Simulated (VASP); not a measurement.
# SiSe3 (P6_3/mmc) in VASP: a series of runs, part 2 of 2

VASP 6.6.1. Earlier steps stand in the parts before.

**3. Relaxation of cell and atoms, PBE**

This run uses another cell than the first one, of 20.05 Å³/atom, 0.985 times its volume.

File INCAR:

```
PREC     = Accurate       # precision mode
ENCUT    = 600            # plane-wave cutoff, eV
EDIFF    = 1E-6           # SCF threshold, eV
ISMEAR   = 0              # smearing method
SIGMA    = 0.1            # smearing width, eV
LREAL    = F              # projectors in reciprocal space
LASPH    = T              # aspherical terms in the spheres
NELM     = 80             # most SCF steps
ALGO     = Normal         # electronic algorithm
ISIF     = 3              # what is computed and relaxed
LWAVE    = F              # write WAVECAR
LCHARG   = F              # write CHGCAR
GGA      = PE             # functional
IBRION   = 2              # ionic algorithm
NSW      = 100            # ionic steps
EDIFFG   = -0.01          # ionic threshold
```

File KPOINTS:

```
Automatic mesh
0
Gamma
  9 9 8
```

File POSCAR:

```
SiSe3
1.0
    5.9625235773      0.0000000000      0.0000000000
   -2.9812617886      5.1636968886      0.0000000000
    0.0000000000      0.0000000000      5.2096418000
Si Se
2 6
Direct
    0.3333333333      0.6666666667      0.2500000000
    0.6666666667      0.3333333333      0.7500000000
    0.8224369198      0.6448738395      0.2500000000
    0.1775630802      0.8224369198      0.7500000000
    0.3551261605      0.1775630802      0.2500000000
    0.1775630802      0.3551261605      0.7500000000
    0.8224369198      0.1775630802      0.2500000000
    0.6448738395      0.8224369198      0.7500000000
```

Potentials or basis: VASP PAW PBE potentials, release 64 (Si, Se).

Launch:

```console
> cat potpaw_PBE.64/Si/POTCAR potpaw_PBE.64/Se/POTCAR > POTCAR
> mpirun -np 1 vasp_std > vasp.out
```

OUTCAR:

```text
PREC = Accurate
   ENCUT = 600
   EDIFF = 1E-6
   ISMEAR = 0
   LREAL = F
   LASPH = T
   NELM = 80
   ISIF = 3
   GGA = PE
   IBRION = 2
   NSW = 100
   EDIFFG = -0.01

 ion  position               nearest neighbor table
   1  0.333  0.667  0.250-
   2  0.667  0.333  0.750-
   3  0.822  0.645  0.250-   7 2.79   5 2.79
   4  0.178  0.822  0.750-   6 2.79   8 2.79
   5  0.355  0.178  0.250-   7 2.79   3 2.79
   6  0.178  0.355  0.750-   4 2.79   8 2.79
   7  0.822  0.178  0.250-   3 2.79   5 2.79
   8  0.645  0.822  0.750-   4 2.79   6 2.79

  LATTYP: Found a hexagonal cell.
 ALAT       =     5.9625235773
 C/A-ratio  =     0.8737310188

  Lattice vectors:

 A1 = (   5.9625235773,   0.0000000000,   0.0000000000)
 A2 = (  -2.9812617886,   5.1636968886,   0.0000000000)
 A3 = (   0.0000000000,   0.0000000000,   5.2096418000)

Analysis of symmetry for initial positions (statically):
=====================================================================
 Subroutine PRICEL returns:
 Original cell was already a primitive cell.

 Routine SETGRP: Setting up the symmetry group for a
 hexagonal supercell.

 Subroutine GETGRP returns: Found 24 space group operations
 (whereof 12 operations were pure point group operations)
 out of a pool of 24 trial point group operations.

The static configuration has the point symmetry D_3d.
 The point group associated with its full space group is D_6h.

Analysis of symmetry for dynamics (positions and initial velocities):
=====================================================================
 Subroutine PRICEL returns:
 Original cell was already a primitive cell.

 Routine SETGRP: Setting up the symmetry group for a
 hexagonal supercell.

 Subroutine GETGRP returns: Found 24 space group operations
 (whereof 12 operations were pure point group operations)
 out of a pool of 24 trial point group operations.

The dynamic configuration has the point symmetry D_3d.
 The point group associated with its full space group is D_6h.

 Subroutine INISYM returns: Found 24 space group operations
 (whereof 12 operations are pure point group operations),
 and found     1 'primitive' translations

----------------------------------------------------------------------------------------

                                     Primitive cell

  volume of cell :     160.3979

  direct lattice vectors                    reciprocal lattice vectors
     5.962523577  0.000000000  0.000000000     0.167714222  0.096829851  0.000000000
    -2.981261789  5.163696889  0.000000000     0.000000000  0.193659702  0.000000000
     0.000000000  0.000000000  5.209641800     0.000000000  0.000000000  0.191951777

  length of vectors
     5.962523577  5.962523577  5.209641800     0.193659702  0.193659702  0.191951777

  position of ions in fractional coordinates (direct lattice)
     0.333333333  0.666666667  0.250000000
     0.666666667  0.333333333  0.750000000
     0.822436920  0.644873840  0.250000000
     0.177563080  0.822436920  0.750000000
     0.355126160  0.177563080  0.250000000
     0.177563080  0.355126160  0.750000000
[... 46 lines left out ...]
  0.444444  0.000000  0.000000      6.000000
  0.111111  0.111111  0.000000      6.000000
[... 16 lines left out ...]
  0.333333  0.222222  0.125000     24.000000
  0.333333  0.333333  0.125000      4.000000
 [... further k-points ...]
   k-points           NKPTS =     60   k-points in BZ     NKDIM =     60   number of bands    NBANDS=     27
   number of dos      NEDOS =    301   number of ions     NIONS =      8
   total plane-waves  NPLWV =  96768
   dimension x,y,z NGX =    48 NGY =   48 NGZ =   42
   dimension x,y,z NGXF=    96 NGYF=   96 NGZF=   84
   ions per type =               2   6
   NGX,Y,Z   is equivalent  to a cutoff of  13.38, 13.38, 13.40 a.u.
   NGXF,Y,Z  is equivalent  to a cutoff of  26.77, 26.77, 26.81 a.u.
 SYSTEM =  unknown system
   PREC   = accura    normal or accurate (medium, high low for compatibility)
   ISTART =      0    job   : 0-new  1-cont  2-samecut
   ICHARG =      2    charge: 1-file 2-atom 10-const
   ISPIN  =      1    spin polarized calculation?
   LNONCOLLINEAR =      F non collinear calculations
   LSORBIT =      F    spin-orbit coupling
   LASPH  =      T    aspherical Exc in radial PAW
   ENCUT  =  600.0 eV  44.10 Ry    6.64 a.u.  11.91 11.91 10.40*2*pi/ulx,y,z
   NELM   =     80;   NELMIN=  2; NELMDL= -5     # of ELM steps
   EDIFF  = 0.1E-05   stopping-criterion for ELM
   LREAL  =      F    real-space projection
   EDIFFG = -.1E-01   stopping-criterion for IOM
   NSW    =    100    number of steps for IOM
   IBRION =      2    ionic relax: 0-MD 1-quasi-New 2-CG
   NFREE  =      1    steps in history (QN), initial steepest desc. (CG)
   ISIF   =      3    stress and relaxation
   ISYM   =      2    0-nonsym 1-usesym 2-fastsym
   POTIM  = 0.5000    time-step for ionic-motion
   TEBEG  =    0.0;   TEEND  =   0.0 temperature during run
   PSTRESS=    0.0 pullay stress
   NELECT =      44.0000    total number of electrons
   NUPDOWN=      -1.0000    fix difference up-down
   EMIN   =  10.00;   EMAX   =-10.00  energy-range for DOS
   EFERMI =   0.00;   METHOD = LEGACY
   ISMEAR =     0;   SIGMA  =   0.10  broadening in eV -4-tet -1-fermi 0-gaus
   EFERMI_NEDOS =   21; number of points for ismear=-14 and -15
   IALGO  =     38    algorithm
   IMIX   =      4    mixing-type and parameters
     AMIX     =   0.40;   BMIX     =  1.00
     AMIX_MAG =   1.60;   BMIX_MAG =  1.00
  volume/ion in A,a.u.               =      20.05       135.30
  Fermi-wavevector in a.u.,A,eV,Ry     =   1.063717  2.010134 15.394912  1.131494
  Thomas-Fermi vector in A             =   2.199211
   LORBIT       =      0    0 simple, 1 ext, 2 COOP (PROOUT), +10 PAW based schemes
   GGA     = PE    functional components
   LHFCALC =     F    Hartree Fock is set to
   AEXX    =    0.0000 exact exchange contribution
   IVDW    =     0    specifies the selected vdW correction
   LEPSILON=     F    determine dielectric tensor
   LRPA    =     F    only Hartree local field effects (RPA)
 conjugate gradient relaxation of ions
 non-spin polarized calculation
 Gauss-broadening in eV      SIGMA  =   0.10
  energy-cutoff  :      600.00
  volume of cell :      160.40
 maximum number of plane-waves:      5400
 NGX is ok and might be reduce to    48
   NGX = 23   NGY = 23   NGZ = 21

--------------------------------------- Ionic step        1  -------------------------------------------

 number of electron      43.9999996 magnetization

 Free energy of the ion-electron system (eV)
  ---------------------------------------------------
  ext. energy  EPLUGINS =         0.00000000
  ---------------------------------------------------
  free energy    TOTEN  =       -26.99082251 eV

  energy without entropy =      -26.96868376  energy(sigma->0) =      -26.97975314

------------------------ aborting loop because EDIFF is reached ----------------------------------------

  FORCE on cell =-STRESS in cart. coord.  units (eV):
  Direction    XX          YY          ZZ          XY          YZ          ZX
  --------------------------------------------------------------------------------------
  -------------------------------------------------------------------------------------
  Total        0.8556092      0.8556092      0.8910112      0.0000000      0.0000000      0.0000000
  in kB        8.5464802      8.5464802      8.9001034      0.0000000      0.0000000      0.0000000
  external PRESSURE =       8.6643546 kB  Pullay stress =       0.0000000 kB
[... 155 lines left out ...]
--------------------------------------- Ionic step        5  -------------------------------------------

 number of electron      43.9999995 magnetization

 Free energy of the ion-electron system (eV)
  ---------------------------------------------------
  ext. energy  EPLUGINS =         0.00000000
  ---------------------------------------------------
  free energy    TOTEN  =       -26.99725544 eV

  energy without entropy =      -26.97555204  energy(sigma->0) =      -26.98640374

 E-fermi :   5.7702     XC(G=0): -10.3695

 val. band max:        5.7699123373   @ k =   0.1111   0.1111   0.0000
 cond. band min:       5.7742194904   @ k =   0.3333   0.3333   0.2500
 fundamental gap:      0.0043071531
 Fermi energy:         5.7702003928

 k-point     1 :       0.0000    0.0000    0.0000
  band No.  band energies     occupation
      1      -9.9760      2.00000
      2      -8.0215      2.00000
      3      -6.8789      2.00000
      4      -6.8789      2.00000
      5      -6.1377      2.00000
      6      -6.1377      2.00000
[... 709 lines left out ...]
     26       6.4528      0.00000
     27       7.8858      0.00000

 [... further k-points ...]

------------------------ aborting loop because EDIFF is reached ----------------------------------------

  FORCE on cell =-STRESS in cart. coord.  units (eV):
  Direction    XX          YY          ZZ          XY          YZ          ZX
  --------------------------------------------------------------------------------------
  -------------------------------------------------------------------------------------
  Total        0.0119165      0.0119165     -0.0045864      0.0000000      0.0000000      0.0000000
  in kB        0.1173092      0.1173092     -0.0451502      0.0000000      0.0000000      0.0000000
  external PRESSURE =       0.0631560 kB  Pullay stress =       0.0000000 kB
[... 23 lines left out ...]
  FREE ENERGIE OF THE ION-ELECTRON SYSTEM (eV)
  ---------------------------------------------------
  free  energy   TOTEN  =       -26.9972554440 eV

  energy  without entropy=      -26.9755520446  energy(sigma->0) =      -26.98640374

 reached required accuracy - stopping structural energy minimisation
```

Run time: 7.2 min. Hardware: 1 thread of Intel Xeon 6975P-C (Granite Rapids), shared host; peak memory 0.48 GiB.

What came out:

| Quantity | Value |
| --- | --- |
| Free energy | -26.9973 eV |
| Relaxed volume | 20.34 Å³/atom |
| Relaxed cell | a = 5.985 Å, b = 5.985 Å, c = 5.246 Å, α = 90.00°, β = 90.00°, γ = 120.00° |
| Space group after relaxing (to 0.05 Å) | P6_3/mmc (No. 194) |
| Energy gained by relaxing | 0.8 meV/atom |
| Ionic steps | 5 |
| Pressure after relaxing | 0.0 GPa |
| Largest force after relaxing | 0.006 eV/Å |
| Band gap on the k mesh | zero (band 22 reaches 6.73 eV, above the bottom of band 23 at 4.47 eV) |

Forces on the atoms (eV/Å):
```
Si   0.000  0.000  0.000
Si   0.000  0.000  0.000
Se   0.000 -0.006  0.000
Se   0.006 -0.003  0.000
Se   0.006  0.003  0.000
Se   0.000  0.006  0.000
Se  -0.006  0.003  0.000
Se  -0.006 -0.003  0.000
```

The path:
| step | energy change (eV) | largest force (eV/Å) | pressure (GPa) | volume (Å³) |
| --- | --- | --- | --- | --- |
| 1 | 0.0000 | 0.0024 | 0.87 | 160.40 |
| 2 | -0.0055 | 0.0453 | -0.17 | 162.93 |
| 3 | -0.0057 | 0.0386 | 0.00 | 162.52 |
| 4 | -0.0062 | 0.0240 | 0.00 | 162.63 |
| 5 | -0.0064 | 0.0064 | 0.01 | 162.75 |

Final structure:
```cif
data_structure
_symmetry_space_group_name_H-M 'P 1'
_symmetry_Int_Tables_number 1
_cell_length_a 5.9851
_cell_length_b 5.9851
_cell_length_c 5.2463
_cell_angle_alpha 90.000
_cell_angle_beta 90.000
_cell_angle_gamma 120.000
_cell_volume 162.75
loop_
_atom_site_label
_atom_site_type_symbol
_atom_site_fract_x
_atom_site_fract_y
_atom_site_fract_z
_atom_site_occupancy
Si1 Si 0.33333 0.66667 0.25000 1
Si2 Si 0.66667 0.33333 0.75000 1
Se1 Se 0.82205 0.64410 0.25000 1
Se2 Se 0.17795 0.82205 0.75000 1
Se3 Se 0.35590 0.17795 0.25000 1
Se4 Se 0.17795 0.35590 0.75000 1
Se5 Se 0.82205 0.17795 0.25000 1
Se6 Se 0.64410 0.82205 0.75000 1
```

Levels at points of the mesh, in eV from the Fermi level:
| k point | band 19 | band 20 | band 21 | band 22 | band 23 | band 24 | band 25 | band 26 |
| --- | --- | --- | --- | --- | --- | --- | --- | --- |
| (0.00, 0.00, 0.00) | -1.21 | -1.21 | -0.29 | 0.63 | 0.63 | 1.36 | 1.73 | 2.00 |
| (0.00, 0.00, 0.50) | -0.28 | -0.28 | 0.57 | 0.57 | 1.40 | 1.40 | 1.40 | 1.40 |
